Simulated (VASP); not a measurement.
# GaN (n.B) in VASP: single point with PBE

Aim: the single point of GaN (n.B) with PBE.

Program: VASP 6.6.1. These are calculated values, not measurements. Logs are shortened: lines on timing, memory, paths and dates and some standing lists are left out, and cuts for length are marked.

**1. The cell of the first run**

The cell holds a sheet with vacuum, 2 atoms: a = 3.212 Å, b = 3.212 Å, c = 23.800 Å, α = 90.00°, β = 90.00°, γ = 120.00°.

**2. Single point, PBE**

INCAR

```
SYSTEM = GaN
PREC = Accurate
ENCUT = 520
EDIFF = 1E-6
ISMEAR = 0
SIGMA = 0.03
LREAL = .False.
LASPH = .True.
NELM = 120
ALGO = Normal
ISIF = 2
LWAVE = .False.
LCHARG = .True.
LDIPOL = .True.
IDIPOL = 3
DIPOL = 0.5 0.5 0.294
GGA = PE
LELF = .True.
LVHAR = .True.
LVACPOTAV = .True.
NBANDS = 16
GGA_COMPAT = .False.
NELMDL = -8
```

KPOINTS

```
regular mesh
0
Gamma
  12 12 1
  0 0 0
```

POSCAR

```
GaN
1.0
    3.2119318926      0.0000000000      0.0000000000
   -1.6059659463      2.7816146142      0.0000000000
    0.0000000000      0.0000000000     23.8000000000
Ga N
1 1
Direct
    0.3333333333      0.6666666667      0.2941176471
    0.6666666667      0.3333333333      0.2941176471
```

Potentials or basis: VASP PAW PBE potentials, release 64 (Ga_d, N).

Run with:

```
> cat potpaw_PBE.64/Ga_d/POTCAR potpaw_PBE.64/N/POTCAR > POTCAR
> mpirun -np 1 vasp_std > vasp.out
```

OUTCAR:

```text
SYSTEM = GaN
   PREC = Accurate
   ENCUT = 520
   EDIFF = 1E-6
   ISMEAR = 0
   LREAL = .False.
   LASPH = .True.
   NELM = 120
   ISIF = 2
   GGA = PE
   NELMDL = -8

 ion  position               nearest neighbor table
   1  0.333  0.667  0.294-   2 1.85   2 1.85   2 1.85
   2  0.667  0.333  0.294-   1 1.85   1 1.85   1 1.85

  LATTYP: Found a hexagonal cell.
 ALAT       =     3.2119318926
 C/A-ratio  =     7.4098706933

  Lattice vectors:

 A1 = (   3.2119318926,   0.0000000000,   0.0000000000)
 A2 = (  -1.6059659463,   2.7816146142,   0.0000000000)
 A3 = (   0.0000000000,   0.0000000000,  23.8000000000)

Analysis of symmetry for initial positions (statically):
=====================================================================
 Subroutine PRICEL returns:
 Original cell was already a primitive cell.

 Routine SETGRP: Setting up the symmetry group for a
 hexagonal supercell.

 Subroutine GETGRP returns: Found 12 space group operations
 (whereof  6 operations were pure point group operations)
 out of a pool of 24 trial point group operations.

The static configuration has the point symmetry C_3v.
 The point group associated with its full space group is D_3h.

Analysis of symmetry for dynamics (positions and initial velocities):
=====================================================================
 Subroutine PRICEL returns:
 Original cell was already a primitive cell.

 Routine SETGRP: Setting up the symmetry group for a
 hexagonal supercell.

 Subroutine GETGRP returns: Found 12 space group operations
 (whereof  6 operations were pure point group operations)
 out of a pool of 24 trial point group operations.

The dynamic configuration has the point symmetry C_3v.
 The point group associated with its full space group is D_3h.

 Subroutine INISYM returns: Found 12 space group operations
 (whereof  6 operations are pure point group operations),
 and found     1 'primitive' translations

----------------------------------------------------------------------------------------

                                     Primitive cell

  volume of cell :     212.6377

  direct lattice vectors                    reciprocal lattice vectors
     3.211931893  0.000000000  0.000000000     0.311339105  0.179751716  0.000000000
    -1.605965946  2.781614614  0.000000000     0.000000000  0.359503432  0.000000000
     0.000000000  0.000000000 23.800000000     0.000000000  0.000000000  0.042016807

  length of vectors
[... 79 lines left out ...]
   NSW    =      0    number of steps for IOM
   IBRION =     -1    ionic relax: 0-MD 1-quasi-New 2-CG
   NFREE  =      0    steps in history (QN), initial steepest desc. (CG)
   ISIF   =      2    stress and relaxation
   ISYM   =      2    0-nonsym 1-usesym 2-fastsym
   POTIM  = 0.5000    time-step for ionic-motion
   TEBEG  =    0.0;   TEEND  =   0.0 temperature during run
   PSTRESS=    0.0 pullay stress
   NELECT =      18.0000    total number of electrons
   NUPDOWN=      -1.0000    fix difference up-down
   EMIN   =  10.00;   EMAX   =-10.00  energy-range for DOS
   EFERMI =   0.00;   METHOD = LEGACY
   ISMEAR =     0;   SIGMA  =   0.03  broadening in eV -4-tet -1-fermi 0-gaus
   EFERMI_NEDOS =   21; number of points for ismear=-14 and -15
   IALGO  =     38    algorithm
   IMIX   =      4    mixing-type and parameters
     AMIX     =   0.40;   BMIX     =  1.00
     AMIX_MAG =   1.60;   BMIX_MAG =  1.00
  volume/ion in A,a.u.               =     106.32       717.47
  Fermi-wavevector in a.u.,A,eV,Ry     =   0.718818  1.358369  7.030120  0.516699
  Thomas-Fermi vector in A             =   1.807854
   LORBIT       =      0    0 simple, 1 ext, 2 COOP (PROOUT), +10 PAW based schemes
   GGA     = PE    functional components
   LHFCALC =     F    Hartree Fock is set to
   AEXX    =    0.0000 exact exchange contribution
   IVDW    =     0    specifies the selected vdW correction
   LEPSILON=     F    determine dielectric tensor
   LRPA    =     F    only Hartree local field effects (RPA)
 non-spin polarized calculation
 Gauss-broadening in eV      SIGMA  =   0.03
  energy-cutoff  :      520.00
  volume of cell :      212.64
 maximum number of plane-waves:      5784
 NGX is ok and might be reduce to    24
   NGX = 11   NGY = 11   NGZ = 89

 dipolmoment           0.000000      0.000000     -0.000013 electrons x Angstroem

 number of electron      17.9999983 magnetization

 dipolmoment           0.000000      0.000000      0.000004 electrons x Angstroem

 Free energy of the ion-electron system (eV)
  ---------------------------------------------------
  ext. energy  EPLUGINS =         0.00000000
  ---------------------------------------------------
  free energy    TOTEN  =       -11.45468685 eV

  energy without entropy =      -11.45468685  energy(sigma->0) =      -11.45468685

 E-fermi :  -4.0037     XC(G=0):  -1.8545

 val. band max:       -4.1956366248   @ k =   0.3333   0.3333   0.0000
 cond. band min:      -2.0389968938   @ k =   0.0000   0.0000   0.0000
 fundamental gap:      2.1566397310
 Fermi energy:        -4.0037297540

 k-point     1 :       0.0000    0.0000    0.0000
  band No.  band energies     occupation
      1     -19.4593      2.00000
      2     -17.5592      2.00000
      3     -17.5592      2.00000
      4     -17.3226      2.00000
      5     -17.3226      2.00000
      6     -16.6506      2.00000
[... 338 lines left out ...]
      3     -17.4252      2.00000
      4     -17.3745      2.00000
      5     -17.2598      2.00000
      6     -15.1123      2.00000
[... 8 lines left out ...]
     15       6.9254      0.00000
     16       7.3055      0.00000

------------------------ aborting loop because EDIFF is reached ----------------------------------------

  FORCE on cell =-STRESS in cart. coord.  units (eV):
  Direction    XX          YY          ZZ          XY          YZ          ZX
  --------------------------------------------------------------------------------------
  -------------------------------------------------------------------------------------
  Total       -0.0480663     -0.0480663     -0.0147142      0.0000000      0.0000000      0.0000000
  in kB       -0.3621691     -0.3621691     -0.1108684      0.0000000      0.0000000      0.0000000
  external PRESSURE =      -0.2784022 kB  Pullay stress =       0.0000000 kB

 VOLUME and BASIS-vectors are now :
 -----------------------------------------------------------------------------
  energy-cutoff  :      520.00
  volume of cell :      212.64
      direct lattice vectors                 reciprocal lattice vectors
     3.211931893  0.000000000  0.000000000     0.311339105  0.179751716  0.000000000
    -1.605965946  2.781614614  0.000000000     0.000000000  0.359503432  0.000000000
     0.000000000  0.000000000 23.800000000     0.000000000  0.000000000  0.042016807

 POSITION                                       TOTAL-FORCE (eV/Angst)
 -----------------------------------------------------------------------------------
     -0.00000      1.85441      7.00000        -0.000000     -0.000000      0.000000
      1.60597      0.92720      7.00000         0.000000      0.000000     -0.000000
 -----------------------------------------------------------------------------------
    total drift:                                0.000006     -0.000004      0.000280

  FREE ENERGIE OF THE ION-ELECTRON SYSTEM (eV)
  ---------------------------------------------------
  free  energy   TOTEN  =       -11.4546868465 eV

  energy  without entropy=      -11.4546868465  energy(sigma->0) =      -11.45468685

 vacuum level on the upper side and lower side of the slab         1.102         1.102
```

stdout:

```text
POSCAR found type information on POSCAR GaN
 POSCAR found :  2 types and       2 ions
 scaLAPACK will be used
 LDA part: xc-table for (Slater+PW92), standard interpolation
 POSCAR, INCAR and KPOINTS ok, starting setup
 FFT: planning ... GRIDC
 FFT: planning ... GRID_SOFT
 FFT: planning ... GRID
 WAVECAR not read
 entering main loop
 -----------------------------------------------------------------------------
|                                                                             |
|           W    W    AA    RRRRR   N    N  II  N    N   GGGG   !!!           |
|           W    W   A  A   R    R  NN   N  II  NN   N  G    G  !!!           |
|           W    W  A    A  R    R  N N  N  II  N N  N  G       !!!           |
|           W WW W  AAAAAA  RRRRR   N  N N  II  N  N N  G  GGG   !            |
|           WW  WW  A    A  R   R   N   NN  II  N   NN  G    G                |
|           W    W  A    A  R    R  N    N  II  N    N   GGGG   !!!           |
|                                                                             |
|     Did not find any points to average over, which means that no vacuum     |
|     field-free region was found. Please increase the size of  your cell     |
|     in the dimension of the dipole correction to obtain accurate            |
|     workfunction values.                                                    |
|                                                                             |
 -----------------------------------------------------------------------------
```

Wall time 70 s (1 thread of Intel Xeon Platinum 8488C (Sapphire Rapids), shared host); peak memory 0.3 GiB.

What came out:

| Quantity | Value |
| --- | --- |
| Free energy | -11.4547 eV |
| Band gap on the k mesh | 2.16 eV, indirect (least direct gap 2.47 eV) |
